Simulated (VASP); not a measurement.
# Zr12H (a cell with a defect) in VASP: single point with PBE

Aim: the single point of Zr12H (a cell with a defect) with PBE.

Program: VASP 6.6.1. These are calculated values, not measurements. Logs are shortened: lines on timing, memory, paths and dates and some standing lists are left out, and cuts for length are marked.

### 1 The cell of the first run

The cell holds a defect, 13 atoms: a = 6.460 Å, b = 9.690 Å, c = 5.145 Å, α = 90.00°, β = 90.00°, γ = 120.00°.

### 2 Single point, PBE

Contents of INCAR:

```
  PREC = Accurate
  ENCUT = 520
  EDIFF = 1E-6
  ISMEAR = 0
  SIGMA = 0.1
  LREAL = F
  LASPH = T
  NELM = 60
  ALGO = Normal
  ISIF = 2
  LWAVE = F
  LCHARG = F
  GGA = PE
  NBANDS = 84
```

Contents of KPOINTS:

```
regular mesh
0
Gamma
  3 2 3
```

Contents of POSCAR:

```
Zr12H
1.0
    6.4600000000      0.0000000000      0.0000000000
   -4.8450000000      8.3917860000      0.0000000000
    0.0000000000      0.0000000000      5.1453900000
Zr H
12 1
Direct
    0.0100888812     -0.0026125547     -0.0026033012
    0.1692982197      0.2250399379      0.5053156321
    0.0067081403      0.3446544037     -0.0041804411
    0.1675795010      0.5571933078      0.4968321157
    0.0020457866      0.6687407186     -0.0053387595
    0.1641920536      0.8845115926      0.4961964011
    0.4913494012     -0.0024092607     -0.0023422909
    0.6634063115      0.2245797259      0.5058316279
    0.5027573644      0.3371625540      0.0047990531
    0.6653090938      0.5541293594      0.5036887389
    0.5014647767      0.6660003008      0.0021697092
    0.6614684454      0.8820951821      0.5073228657
    0.8278604743      0.1074055034      0.3740422009
```

Potentials or basis: VASP PAW PBE potentials, release 64 (Zr_sv, H).

On the command line:

```console
> cat potpaw_PBE.64/Zr_sv/POTCAR potpaw_PBE.64/H/POTCAR > POTCAR
> mpirun -np 1 vasp_std > vasp.out
```

OUTCAR:

```text
PREC = Accurate
   ENCUT = 520
   EDIFF = 1E-6
   ISMEAR = 0
   LREAL = F
   LASPH = T
   NELM = 60
   ISIF = 2
   GGA = PE

 ion  position               nearest neighbor table
   1  0.010  0.997  0.997-   7 3.11   6 3.14   6 3.15   5 3.16   2 3.17  12 3.19   2 3.24   9 3.24
                            11 3.25  12 3.27   7 3.35   3 3.38
   2  0.169  0.225  0.505-  13 2.03   3 3.17   1 3.17   9 3.18   9 3.18   8 3.19  10 3.20   4 3.22
                             1 3.24   3 3.25   8 3.27   6 3.28  12 3.30
   3  0.007  0.345  0.996-   4 3.13   4 3.13   5 3.16  11 3.16   2 3.17   8 3.17   9 3.22   9 3.24
                             2 3.25   8 3.25   7 3.35   1 3.38
   4  0.168  0.557  0.497-   3 3.13   3 3.13  11 3.16   5 3.17  12 3.17   6 3.18   5 3.18  11 3.20
                             2 3.22  10 3.23  10 3.23   8 3.24
   5  0.002  0.669  0.995-   6 3.14  10 3.15   6 3.15   3 3.16   1 3.16   4 3.17   7 3.17   4 3.18
                             9 3.22  11 3.22  10 3.23  11 3.24
   6  0.164  0.885  0.496-   5 3.14   1 3.14   1 3.15   7 3.15   5 3.15   7 3.16   4 3.18  10 3.21
                            12 3.22  12 3.24   8 3.26   2 3.28
   7  0.491  0.998  0.998-   1 3.11   6 3.15   6 3.16   8 3.17  12 3.17   5 3.17   8 3.24  11 3.25
                            12 3.25   9 3.25   3 3.35   1 3.35
   8  0.663  0.225  0.506-  13 2.02   9 3.16   7 3.17   9 3.17   3 3.17  10 3.19   2 3.19   7 3.24
                             4 3.24   3 3.25   6 3.26   2 3.27  12 3.31
   9  0.503  0.337  0.005-  10 3.15  10 3.16   8 3.16   8 3.17   2 3.18   2 3.18  11 3.19   5 3.22
                             3 3.22   1 3.24   3 3.24   7 3.25
  10  0.665  0.554  0.504-   9 3.15   5 3.15   9 3.16  11 3.17  11 3.18   8 3.19  12 3.19   2 3.20
                             6 3.21   5 3.23   4 3.23   4 3.23
  11  0.501  0.666  0.002-  12 3.13   3 3.16   4 3.16  10 3.17  12 3.17  10 3.18   9 3.19   4 3.20
                             5 3.22   5 3.24   7 3.25   1 3.25
  12  0.661  0.882  0.507-  13 2.01  11 3.13  11 3.17   4 3.17   7 3.17   1 3.19  10 3.19   6 3.22
                             6 3.24   7 3.25   1 3.27   2 3.30   8 3.31
  13  0.828  0.107  0.374-  12 2.01   8 2.02   2 2.03

  LATTYP: Found a simple monoclinic cell.
 ALAT       =     6.4600000000
 B/A-ratio  =     0.7965000000
 C/A-ratio  =     1.3228756308
 COS(beta)  =    -0.1889822400

  Lattice vectors:

 A1 = (   6.4600000000,   0.0000000000,   0.0000000000)
 A2 = (   0.0000000000,   0.0000000000,   5.1453900000)
 A3 = (  -1.6150000000,  -8.3917860000,   0.0000000000)

Analysis of symmetry for initial positions (statically):
=====================================================================
 Subroutine PRICEL returns:
 Original cell was already a primitive cell.

 Routine SETGRP: Setting up the symmetry group for a
 simple monoclinic supercell.

 Subroutine GETGRP returns: Found  1 space group operations
 (whereof  1 operations were pure point group operations)
 out of a pool of  4 trial point group operations.

The static configuration has the point symmetry C_1 .

Analysis of symmetry for dynamics (positions and initial velocities):
=====================================================================
 Subroutine PRICEL returns:
 Original cell was already a primitive cell.

 Routine SETGRP: Setting up the symmetry group for a
 simple monoclinic supercell.

 Subroutine GETGRP returns: Found  1 space group operations
 (whereof  1 operations were pure point group operations)
 out of a pool of  4 trial point group operations.

The dynamic configuration has the point symmetry C_1 .

 Subroutine INISYM returns: Found  1 space group operations
 (whereof  1 operations are pure point group operations),
 and found     1 'primitive' translations

----------------------------------------------------------------------------------------

                                     Primitive cell

  volume of cell :     278.9364

  direct lattice vectors                    reciprocal lattice vectors
     6.460000000  0.000000000  0.000000000     0.154798762  0.089373108  0.000000000
    -4.845000000  8.391786000  0.000000000     0.000000000  0.119164145  0.000000000
     0.000000000  0.000000000  5.145390000     0.000000000  0.000000000  0.194348728

  length of vectors
     6.460000000  9.689999859  5.145390000     0.178746214  0.119164145  0.194348728

  position of ions in fractional coordinates (direct lattice)
     0.010088881  0.997387445  0.997396699
     0.169298220  0.225039938  0.505315632
     0.006708140  0.344654404  0.995819559
     0.167579501  0.557193308  0.496832116
     0.002045787  0.668740719  0.994661241
     0.164192054  0.884511593  0.496196401
     0.491349401  0.997590739  0.997657709
     0.663406311  0.224579726  0.505831628
     0.502757364  0.337162554  0.004799053
[... 34 lines left out ...]
     0.000000000  0.000000000  0.064782909     0.000000000  0.000000000  0.333333333

  Length of vectors
     0.059582071  0.059582072  0.064782909

  Shift w.r.t. Gamma in fractional coordinates (k-lattice)
     0.000000000  0.000000000  0.000000000

 -----------------------------------------------------------------------------
|                                                                             |
|           W    W    AA    RRRRR   N    N  II  N    N   GGGG   !!!           |
|           W    W   A  A   R    R  NN   N  II  NN   N  G    G  !!!           |
|           W    W  A    A  R    R  N N  N  II  N N  N  G       !!!           |
|           W WW W  AAAAAA  RRRRR   N  N N  II  N  N N  G  GGG   !            |
|           WW  WW  A    A  R   R   N   NN  II  N   NN  G    G                |
|           W    W  A    A  R    R  N    N  II  N    N   GGGG   !!!           |
|                                                                             |
|     Your reciprocal lattice and k-lattice belong to different lattice       |
|     classes:                                                                |
|                                                                             |
|        The reciprocal lattice is simple monoclinic,                         |
|        whereas your k-lattice is hexagonal.                                 |
|                                                                             |
|     Results are often still useful ...                                      |
|                                                                             |
 -----------------------------------------------------------------------------

 Subroutine IBZKPT returns following result:
 ===========================================

 Found     10 irreducible k-points:

 Following reciprocal coordinates:
            Coordinates               Weight
  0.000000  0.000000  0.000000      1.000000
  0.333333  0.000000  0.000000      2.000000
  0.000000  0.500000  0.000000      1.000000
  0.333333  0.500000  0.000000      2.000000
  0.000000  0.000000  0.333333      2.000000
  0.333333  0.000000  0.333333      2.000000
 -0.333333  0.000000  0.333333      2.000000
  0.000000  0.500000  0.333333      2.000000
  0.333333  0.500000  0.333333      2.000000
 -0.333333  0.500000  0.333333      2.000000
   k-points           NKPTS =     10   k-points in BZ     NKDIM =     10   number of bands    NBANDS=     84
   number of dos      NEDOS =    301   number of ions     NIONS =     13
   total plane-waves  NPLWV = 138240
   dimension x,y,z NGX =    48 NGY =   72 NGZ =   40
   dimension x,y,z NGXF=    96 NGYF=  144 NGZF=   80
   ions per type =              12   1
   NGX,Y,Z   is equivalent  to a cutoff of  12.35, 12.35, 12.92 a.u.
   NGXF,Y,Z  is equivalent  to a cutoff of  24.71, 24.71, 25.85 a.u.
 SYSTEM =  unknown system
   PREC   = accura    normal or accurate (medium, high low for compatibility)
   ISTART =      0    job   : 0-new  1-cont  2-samecut
   ICHARG =      2    charge: 1-file 2-atom 10-const
   ISPIN  =      1    spin polarized calculation?
   LNONCOLLINEAR =      F non collinear calculations
   LSORBIT =      F    spin-orbit coupling
   LASPH  =      T    aspherical Exc in radial PAW
   ENCUT  =  520.0 eV  38.22 Ry    6.18 a.u.  12.01 18.02  9.57*2*pi/ulx,y,z
   NELM   =     60;   NELMIN=  2; NELMDL= -5     # of ELM steps
   EDIFF  = 0.1E-05   stopping-criterion for ELM
   LREAL  =      F    real-space projection
   EDIFFG = 0.1E-04   stopping-criterion for IOM
   NSW    =      0    number of steps for IOM
   IBRION =     -1    ionic relax: 0-MD 1-quasi-New 2-CG
   NFREE  =      0    steps in history (QN), initial steepest desc. (CG)
   ISIF   =      2    stress and relaxation
   ISYM   =      2    0-nonsym 1-usesym 2-fastsym
   POTIM  = 0.5000    time-step for ionic-motion
   TEBEG  =    0.0;   TEEND  =   0.0 temperature during run
   PSTRESS=    0.0 pullay stress
   NELECT =     145.0000    total number of electrons
   NUPDOWN=      -1.0000    fix difference up-down
   EMIN   =  10.00;   EMAX   =-10.00  energy-range for DOS
   EFERMI =   0.00;   METHOD = LEGACY
   ISMEAR =     0;   SIGMA  =   0.10  broadening in eV -4-tet -1-fermi 0-gaus
   EFERMI_NEDOS =   21; number of points for ismear=-14 and -15
   IALGO  =     38    algorithm
   IMIX   =      4    mixing-type and parameters
     AMIX     =   0.40;   BMIX     =  1.00
     AMIX_MAG =   1.60;   BMIX_MAG =  1.00
  volume/ion in A,a.u.               =      21.46       144.80
  Fermi-wavevector in a.u.,A,eV,Ry     =   1.316323  2.487490 23.574895  1.732706
  Thomas-Fermi vector in A             =   2.446443
   LORBIT       =      0    0 simple, 1 ext, 2 COOP (PROOUT), +10 PAW based schemes
   GGA     = PE    functional components
   LHFCALC =     F    Hartree Fock is set to
   AEXX    =    0.0000 exact exchange contribution
   IVDW    =     0    specifies the selected vdW correction
   LEPSILON=     F    determine dielectric tensor
   LRPA    =     F    only Hartree local field effects (RPA)
 non-spin polarized calculation
 Gauss-broadening in eV      SIGMA  =   0.10
  energy-cutoff  :      520.00
  volume of cell :      278.94
 maximum number of plane-waves:      7545
   NGX = 25   NGY = 37   NGZ = 19

 number of electron     145.0000000 magnetization

 Free energy of the ion-electron system (eV)
  ---------------------------------------------------
  ext. energy  EPLUGINS =         0.00000000
  ---------------------------------------------------
  free energy    TOTEN  =      -105.49692609 eV

  energy without entropy =     -105.38954677  energy(sigma->0) =     -105.44323643

 E-fermi :   9.0389     XC(G=0): -11.1290

 val. band max:        9.0377355023   @ k =  -0.3333   0.5000   0.3333
 cond. band min:       9.0594956974   @ k =   0.3333   0.0000   0.3333
 fundamental gap:      0.0217601950
 Fermi energy:         9.0389287029

 k-point     1 :       0.0000    0.0000    0.0000
  band No.  band energies     occupation
      1     -39.7779      2.00000
      2     -39.7029      2.00000
      3     -39.6873      2.00000
      4     -39.6494      2.00000
      5     -39.6235      2.00000
      6     -39.6095      2.00000
[... 859 lines left out ...]
     83       9.7073      0.00000
     84      10.0475      0.00000

------------------------ aborting loop because EDIFF is reached ----------------------------------------

  FORCE on cell =-STRESS in cart. coord.  units (eV):
  Direction    XX          YY          ZZ          XY          YZ          ZX
  --------------------------------------------------------------------------------------
  -------------------------------------------------------------------------------------
  Total        3.0955135      4.2746840      3.7178763     -0.1266809     -0.0134139     -0.0892504
  in kB       17.7802583     24.5532721     21.3550360     -0.7276401     -0.0770476     -0.5126438
  external PRESSURE =      21.2295221 kB  Pullay stress =       0.0000000 kB

 VOLUME and BASIS-vectors are now :
 -----------------------------------------------------------------------------
  energy-cutoff  :      520.00
  volume of cell :      278.94
      direct lattice vectors                 reciprocal lattice vectors
     6.460000000  0.000000000  0.000000000     0.154798762  0.089373108  0.000000000
    -4.845000000  8.391786000  0.000000000     0.000000000  0.119164145  0.000000000
     0.000000000  0.000000000  5.145390000     0.000000000  0.000000000  0.194348728

 POSITION                                       TOTAL-FORCE (eV/Angst)
 -----------------------------------------------------------------------------------
     -4.76717      8.36986      5.13200        -0.008759      0.005686      0.028214
      0.00335      1.88849      2.60005        -0.008734     -0.014450      0.072500
     -1.62652      2.89227      5.12388         0.006802     -0.008160      0.023609
     -1.61704      4.67585      2.55639         0.012772      0.008167      0.023907
     -3.22683      5.61193      5.11792        -0.014400     -0.001619      0.011867
     -3.22478      7.42263      2.55312        -0.000377      0.000714      0.010809
     -1.65921      8.37157      5.13334        -0.007386     -0.007374      0.009714
      3.19752      1.88462      2.60270        -0.007124      0.002240      0.073268
      1.61426      2.82940      0.02469         0.007765     -0.006059      0.072717
      1.61314      4.65014      2.59168        -0.003304     -0.007908      0.067350
      0.01269      5.58893      0.01116        -0.007242      0.010004      0.047648
     -0.00066      7.40235      2.61037         0.018238      0.000286      0.065803
      4.82760      0.90132      1.92459         0.011748      0.018476     -0.507406
 -----------------------------------------------------------------------------------
    total drift:                               -0.000018     -0.000126     -0.000150

  FREE ENERGIE OF THE ION-ELECTRON SYSTEM (eV)
  ---------------------------------------------------
  free  energy   TOTEN  =      -105.4969260906 eV

  energy  without entropy=     -105.3895467660  energy(sigma->0) =     -105.44323643
```

It took 11 min on 1 thread of AMD EPYC 7R13 (Zen 3), shared host; peak memory 0.4 GiB.

What came out:

* Free energy: -105.4969 eV
* Pressure: 2.1 GPa
* Largest force: 0.508 eV/Å
* Band gap on the k mesh: zero (an odd number of electrons rules out a gap without spin polarisation)

Forces in eV/Å, atoms in the order of the input:
```
Zr  -0.009  0.006  0.028
Zr  -0.009 -0.014  0.072
Zr   0.007 -0.008  0.024
Zr   0.013  0.008  0.024
Zr  -0.014 -0.002  0.012
Zr   0.000  0.001  0.011
Zr  -0.007 -0.007  0.010
Zr  -0.007  0.002  0.073
Zr   0.008 -0.006  0.073
Zr  -0.003 -0.008  0.067
Zr  -0.007  0.010  0.048
Zr   0.018  0.000  0.066
H    0.012  0.018 -0.507
```

Stress tensor (GPa, compression positive):
```
 1.78 -0.07 -0.05
-0.07  2.46 -0.01
-0.05 -0.01  2.14
```

Levels at points of the mesh, in eV from the Fermi level:
| k point | band 70 | band 71 | band 72 | band 73 | band 74 | band 75 |
| --- | --- | --- | --- | --- | --- | --- |
| (0.00, 0.00, 0.00) | -0.27 | 0.11 | 0.35 | 0.45 | 0.53 | 0.75 |
| (0.00, 0.50, 0.00) | -0.09 | -0.02 | -0.01 | 0.10 | 0.37 | 0.50 |

Caveat: the k points lie up to 0.41 Å⁻¹ apart, too coarse for converged energies and pressures of a metal.
